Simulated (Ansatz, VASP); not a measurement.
Si2Mo: VASP beside Ansatz

```
Si Mo
1.0
    -1.60000    1.60000    3.93050
     1.60000   -1.60000    3.93050
     1.60000    1.60000   -3.93050
Si Mo
2 1
Direct
  0.33300 0.33300 0.00000
  0.66700 0.66700 0.00000
  0.03125 0.00000 0.03125
```

Alike in both runs: task single point; functional LDA; k mesh 13 × 13 × 13; occupations methfessel-paxton of order 1, width 0.1 eV; no spin polarisation.

```csv
,VASP,Ansatz
version,VASP 6.6.1,Ansatz 0.2.0
potentials or method,"VASP PAW LDA potentials, release 64 (Si, Mo_sv), cutoff 520 eV","plane waves, PAW"
valence electrons in the cell,22,22
```

```tsv
	VASP	Ansatz	Ansatz less VASP
rms of the force components (eV/Å)	0.391	0.388	-0.0030
```

LDA's correlation is that of Perdew and Zunger in VASP and of Perdew and Wang (1992) in Ansatz. Atom by atom the forces differ by 0.008 eV/Å (rms over components).
